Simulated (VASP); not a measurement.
## Zr: single point with PBEsol

Crystal: Zr.

```
Zr
1.0
    -1.76987    1.76987    1.76987
     1.76987   -1.76987    1.76987
     1.76987    1.76987   -1.76987
Zr
1
Direct
  0.00000 0.00000 0.00000
```

```json
{"Program": "VASP 6.6.1", "Task": "single point", "Functional": "PBEsol", "Potentials or basis": "VASP PAW PBE potentials, release 64 (Zr_sv)", "Cutoff": "520 eV", "k mesh": "13 × 13 × 13", "Occupations": "fermi-dirac, width 0.136057 eV", "Spin": "no spin polarisation"}
```

* Pressure: -0.8 GPa
* Band gap on the k mesh: zero (band 6 reaches 10.26 eV, above the bottom of band 7 at 8.48 eV)

Levels at points of the mesh, in eV from the Fermi level:
| k point | band 3 | band 4 | band 5 | band 6 | band 7 | band 8 | band 9 | band 10 |
| --- | --- | --- | --- | --- | --- | --- | --- | --- |
| (0.00, 0.00, 0.00) | -25.74 | -25.74 | -5.44 | 1.16 | 1.16 | 1.16 | 3.78 | 3.78 |

Run time: 16 s on 1 thread of Intel Xeon 8259CL, with other jobs on the host, peak memory 0.15 GiB.

Caveat: the PAW data sets were made with another functional, which shifts forces and pressure a little.
